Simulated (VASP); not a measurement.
# MgO (Fm-3m) in VASP: notebook

Runs on MgO. Level: PBE. Tasks: single point.

Everything below comes from runs of VASP 6.6.1. Logs are shortened: lines on timing, memory, paths and dates and some standing lists are left out, and cuts for length are marked.

**Experimental background.**

From “Electronic structure of alkaline earth and post-transition metal oxides”, 2009, arxiv:0908.1581, for a bulk crystal of MgO: band gap 7.83 eV.

How close the calculation comes is told below.

## 1. The cell of the first run

It takes space group Fm-3m (No. 225, cubic). Conventional cell: a = 4.254 Å, b = 4.254 Å, c = 4.254 Å, α = 90.00°, β = 90.00°, γ = 90.00°. Mg (site symmetry m-3m) has 6 O at 2.13 Å within 2.8 Å. O (site symmetry m-3m) has 6 Mg at 2.13 Å within 2.8 Å.

## 2. Single point, PBE

INCAR

```
SYSTEM = MgO
ALGO = Normal ; EDIFF = 1E-6
ENCUT = 520 ; GGA = PE
ISIF = 2 ; ISMEAR = 0
LASPH = .TRUE. ; LCHARG = .TRUE.
LELF = .TRUE. ; LREAL = .FALSE.
LVHAR = .TRUE. ; LWAVE = .FALSE.
NBANDS = 11 ; NELM = 100
PREC = Accurate ; SIGMA = 0.01
```

KPOINTS

```
k-points
0
G
  10 10 10
  0 0 0
```

POSCAR

```
MgO
1.0
    0.0000000000      2.1268522623      2.1268522623
    2.1268522623      0.0000000000      2.1268522623
    2.1268522623      2.1268522623      0.0000000000
Mg O
1 1
Direct
    0.0000000000      0.0000000000      0.0000000000
    0.5000000000      0.5000000000      0.5000000000
```

Potentials or basis: VASP PAW PBE potentials, release 64 (Mg, O).

Run with:

```console
> cat potpaw_PBE.64/Mg/POTCAR potpaw_PBE.64/O/POTCAR > POTCAR
> mpirun -np 1 vasp_std > vasp.out
```

OUTCAR:

```text
SYSTEM = MgO
   EDIFF = 1E-6
   ENCUT = 520
   GGA = PE
   ISIF = 2
   ISMEAR = 0
   LASPH = .TRUE.
   LREAL = .FALSE.
   NELM = 100
   PREC = Accurate

 ion  position               nearest neighbor table
   1  0.000  0.000  0.000-   2 2.13   2 2.13   2 2.13   2 2.13   2 2.13   2 2.13
   2  0.500  0.500  0.500-   1 2.13   1 2.13   1 2.13   1 2.13   1 2.13   1 2.13

  LATTYP: Found a face centered cubic cell.
 ALAT       =     4.2537045246

  Lattice vectors:

 A1 = (   0.0000000000,   2.1268522623,   2.1268522623)
 A2 = (   2.1268522623,   0.0000000000,   2.1268522623)
 A3 = (   2.1268522623,   2.1268522623,   0.0000000000)

Analysis of symmetry for initial positions (statically):
=====================================================================
 Subroutine PRICEL returns:
 Original cell was already a primitive cell.

 Routine SETGRP: Setting up the symmetry group for a
 face centered cubic supercell.

 Subroutine GETGRP returns: Found 48 space group operations
 (whereof 48 operations were pure point group operations)
 out of a pool of 48 trial point group operations.

The static configuration has the point symmetry O_h .

Analysis of symmetry for dynamics (positions and initial velocities):
=====================================================================
 Subroutine PRICEL returns:
 Original cell was already a primitive cell.

 Routine SETGRP: Setting up the symmetry group for a
 face centered cubic supercell.

 Subroutine GETGRP returns: Found 48 space group operations
 (whereof 48 operations were pure point group operations)
 out of a pool of 48 trial point group operations.

The dynamic configuration has the point symmetry O_h .

 Subroutine INISYM returns: Found 48 space group operations
 (whereof 48 operations are pure point group operations),
 and found     1 'primitive' translations

----------------------------------------------------------------------------------------

                                     Primitive cell

  volume of cell :      19.2416

  direct lattice vectors                    reciprocal lattice vectors
     0.000000000  2.126852262  2.126852262    -0.235089201  0.235089201  0.235089201
     2.126852262  0.000000000  2.126852262     0.235089201 -0.235089201  0.235089201
     2.126852262  2.126852262  0.000000000     0.235089201  0.235089201 -0.235089201

  length of vectors
     3.007823315  3.007823315  3.007823315     0.407186441  0.407186441  0.407186441

  position of ions in fractional coordinates (direct lattice)
     0.000000000  0.000000000  0.000000000
     0.500000000  0.500000000  0.500000000

[... 81 lines left out ...]
   NFREE  =      0    steps in history (QN), initial steepest desc. (CG)
   ISIF   =      2    stress and relaxation
   ISYM   =      2    0-nonsym 1-usesym 2-fastsym
   POTIM  = 0.5000    time-step for ionic-motion
   TEBEG  =    0.0;   TEEND  =   0.0 temperature during run
   PSTRESS=    0.0 pullay stress
   NELECT =       8.0000    total number of electrons
   NUPDOWN=      -1.0000    fix difference up-down
   EMIN   =  10.00;   EMAX   =-10.00  energy-range for DOS
   EFERMI =   0.00;   METHOD = LEGACY
   ISMEAR =     0;   SIGMA  =   0.01  broadening in eV -4-tet -1-fermi 0-gaus
   EFERMI_NEDOS =   21; number of points for ismear=-14 and -15
   IALGO  =     38    algorithm
   IMIX   =      4    mixing-type and parameters
     AMIX     =   0.40;   BMIX     =  1.00
     AMIX_MAG =   1.60;   BMIX_MAG =  1.00
  volume/ion in A,a.u.               =       9.62        64.92
  Fermi-wavevector in a.u.,A,eV,Ry     =   1.221868  2.308995 20.312962  1.492961
  Thomas-Fermi vector in A             =   2.357035
   LORBIT       =      0    0 simple, 1 ext, 2 COOP (PROOUT), +10 PAW based schemes
   GGA     = PE    functional components
   LHFCALC =     F    Hartree Fock is set to
   AEXX    =    0.0000 exact exchange contribution
   IVDW    =     0    specifies the selected vdW correction
   LEPSILON=     F    determine dielectric tensor
   LRPA    =     F    only Hartree local field effects (RPA)
 non-spin polarized calculation
 Gauss-broadening in eV      SIGMA  =   0.01
  energy-cutoff  :      520.00
  volume of cell :       19.24
 maximum number of plane-waves:       534
 NGX is ok and might be reduce to    24

 number of electron       8.0000004 magnetization

 Free energy of the ion-electron system (eV)
  ---------------------------------------------------
  ext. energy  EPLUGINS =         0.00000000
  ---------------------------------------------------
  free energy    TOTEN  =       -11.91168713 eV

  energy without entropy =      -11.91168713  energy(sigma->0) =      -11.91168713

 E-fermi :   3.0133     XC(G=0): -10.9397

 val. band max:        2.9690481195   @ k =   0.0000   0.0000   0.0000
 cond. band min:       7.4135115515   @ k =   0.0000   0.0000   0.0000
 fundamental gap:      4.4444634321
 Fermi energy:         3.0133175007

 k-point     1 :       0.0000    0.0000    0.0000
  band No.  band energies     occupation
      1     -14.1458      2.00000
      2       2.9690      2.00000
      3       2.9690      2.00000
      4       2.9690      2.00000
      5       7.4135      0.00000
      6      18.6011      0.00000
      7      18.6011      0.00000
      8      18.6011      0.00000
      9      22.4408      0.00000
     10      24.1811      0.00000
     11      24.1811      0.00000
[... 309 lines left out ...]
 k-point    24 :       0.4000    0.3000    0.0000
  band No.  band energies     occupation
      1     -12.9741      2.00000
      2      -0.5108      2.00000
      3       1.7084      2.00000
      4       1.9197      2.00000
      5      12.2529      0.00000
      6      13.0529      0.00000
      7      16.2587      0.00000
      8      20.7615      0.00000
      9      20.9630      0.00000
     10      27.4940      0.00000
     11      29.3591      0.00000

 [... further k-points ...]
[... 5 lines left out ...]
  --------------------------------------------------------------------------------------
  -------------------------------------------------------------------------------------
  Total       -0.0887331     -0.0887331     -0.0887331      0.0000000     -0.0000000     -0.0000000
  in kB       -7.3884630     -7.3884630     -7.3884630      0.0000000     -0.0000000     -0.0000000
  external PRESSURE =      -7.3884630 kB  Pullay stress =       0.0000000 kB

 VOLUME and BASIS-vectors are now :
 -----------------------------------------------------------------------------
  energy-cutoff  :      520.00
  volume of cell :       19.24
      direct lattice vectors                 reciprocal lattice vectors
     0.000000000  2.126852262  2.126852262    -0.235089201  0.235089201  0.235089201
     2.126852262  0.000000000  2.126852262     0.235089201 -0.235089201  0.235089201
     2.126852262  2.126852262  0.000000000     0.235089201  0.235089201 -0.235089201

 POSITION                                       TOTAL-FORCE (eV/Angst)
 -----------------------------------------------------------------------------------
      0.00000      0.00000      0.00000        -0.000000     -0.000000      0.000000
      2.12685      2.12685      2.12685         0.000000      0.000000      0.000000
 -----------------------------------------------------------------------------------
    total drift:                               -0.000000     -0.000000      0.000000

  FREE ENERGIE OF THE ION-ELECTRON SYSTEM (eV)
  ---------------------------------------------------
  free  energy   TOTEN  =       -11.9116871302 eV

  energy  without entropy=      -11.9116871302  energy(sigma->0) =      -11.91168713
```

OSZICAR:

```text
N       E                     dE             d eps       ncg     rms          rms(c)
DAV:   1     0.154837297581E+02    0.15484E+02   -0.45283E+03  1178   0.638E+02
DAV:   2    -0.127641941714E+02   -0.28248E+02   -0.26951E+02  1208   0.136E+02
DAV:   3    -0.134664845515E+02   -0.70229E+00   -0.70151E+00  1234   0.187E+01
DAV:   4    -0.134683774794E+02   -0.18929E-02   -0.18929E-02  1118   0.109E+00
DAV:   5    -0.134683832593E+02   -0.57799E-05   -0.57799E-05  1220   0.606E-02    0.719E+00
DAV:   6    -0.119309760028E+02    0.15374E+01   -0.89993E+00  1073   0.163E+01    0.227E+00
DAV:   7    -0.119177235207E+02    0.13252E-01   -0.61615E-02  1118   0.217E+00    0.135E+00
DAV:   8    -0.119121292341E+02    0.55943E-02   -0.30044E-02  1091   0.193E+00    0.251E-01
DAV:   9    -0.119117080086E+02    0.42123E-03   -0.62636E-04  1169   0.175E-01    0.141E-01
DAV:  10    -0.119116849505E+02    0.23058E-04   -0.54016E-04  1142   0.172E-01    0.827E-03
DAV:  11    -0.119116872844E+02   -0.23339E-05   -0.31710E-06  1187   0.142E-02    0.597E-03
DAV:  12    -0.119116871302E+02    0.15415E-06   -0.69954E-07   637   0.625E-03
   1 F= -.11911687E+02 E0= -.11911687E+02  d E =-.521392E-13
```

stdout:

```text
POSCAR found type information on POSCAR MgO
 POSCAR found :  2 types and       2 ions
 scaLAPACK will be used
 LDA part: xc-table for (Slater+PW92), standard interpolation
 POSCAR, INCAR and KPOINTS ok, starting setup
 FFT: planning ... GRIDC
 FFT: planning ... GRID_SOFT
 FFT: planning ... GRID
 WAVECAR not read
 entering main loop
```

It took 16 s on 1 thread of Intel Xeon 8259CL, shared host; peak memory 0.14 GiB.

Results:

| Property | Result |
| --- | --- |
| Free energy | -11.9117 eV |
| Pressure | -0.7 GPa |
| Band gap on the k mesh | 4.44 eV |

## 3. Single point, PBE

This run uses another cell than the first one: it holds 16 atoms, not 2.

INCAR

```
SYSTEM = MgO
PREC     = Accurate       ! precision mode
ENCUT    = 520            ! plane-wave cutoff, eV
EDIFF    = 1E-6           ! SCF threshold, eV
ISMEAR   = 0              ! smearing method
SIGMA    = 0.01           ! smearing width, eV
LREAL    = Auto         
LASPH    = .TRUE.         ! aspherical terms in the spheres
NELM     = 60             ! most SCF steps
ALGO     = Normal         ! electronic algorithm
ISIF     = 2              ! what is computed and relaxed
LWAVE    = .FALSE.        ! write WAVECAR
LCHARG   = .FALSE.        ! write CHGCAR
GGA      = PE             ! functional
NBANDS   = 46             ! bands
```

KPOINTS

```
regular mesh
0
G
  2 2 2
  0 0 0
```

POSCAR

```
MgO
1.0
    0.0000000000      4.2537045245     -4.2537045245
    4.2537045245      4.2537045245      0.0000000000
    4.2537045245      0.0000000000     -4.2537045245
Mg O
8 8
Direct
    0.0000000000      0.0000000000      0.5000000000
    0.0000000000      0.5000000000      0.5000000000
    0.5000000000      0.0000000000      0.5000000000
    0.5000000000      0.5000000000      0.5000000000
    0.0000000000      0.0000000000      1.0000000000
    0.0000000000      0.5000000000      1.0000000000
    0.5000000000      0.0000000000      1.0000000000
    0.5000000000      0.5000000000      1.0000000000
    0.2500000000      0.7500000000      0.2500000000
    0.2500000000      0.2500000000      0.2500000000
    0.7500000000      0.7500000000      0.2500000000
    0.7500000000      0.2500000000      0.2500000000
    0.2500000000      0.7500000000      0.7500000000
    0.2500000000      0.2500000000      0.7500000000
    0.7500000000      0.7500000000      0.7500000000
    0.7500000000      0.2500000000      0.7500000000
```

Potentials or basis: VASP PAW PBE potentials, release 64 (Mg, O).

Run with:

```console
> cat potpaw_PBE.64/Mg/POTCAR potpaw_PBE.64/O/POTCAR > POTCAR
> mpirun -np 1 vasp_std > vasp.out
```

Wall time 2.1 min (1 thread of Intel Xeon 8259CL, shared host); peak memory 0.31 GiB.

Results (log left out):

* Free energy: -95.1959 eV
* Pressure: -0.6 GPa
* Band gap on the k mesh: 4.44 eV

Levels at points of the mesh, in eV from the valence-band top:
| k point | band 30 | band 31 | band 32 | band 33 | band 34 | band 35 |
| --- | --- | --- | --- | --- | --- | --- |
| (0.00, 0.00, 0.00) | 0.00 | 0.00 | 0.00 | 4.44 | 7.70 | 7.70 |
| (0.50, 0.00, 0.00) | -0.32 | -0.32 | -0.32 | 6.81 | 6.81 | 9.48 |
| (0.50, 0.50, 0.00) | -0.62 | -0.62 | -0.62 | 7.77 | 7.77 | 9.20 |

Caveat: the k points lie up to 0.64 Å⁻¹ apart. PBE gaps usually lie below the measured ones, often by a third to a half.

## 4. Comparison with measurements

Step 2. Against the measured gap of MgO, 7.83 eV (quoted in “Electronic structure of alkaline earth and post-transition metal oxides”, 2009, arxiv:0908.1581), the calculated 4.44 eV is off by -3.39 eV. The value is that of PBE, without temperature or zero-point motion. Semilocal functionals fall short of measured gaps as a rule.
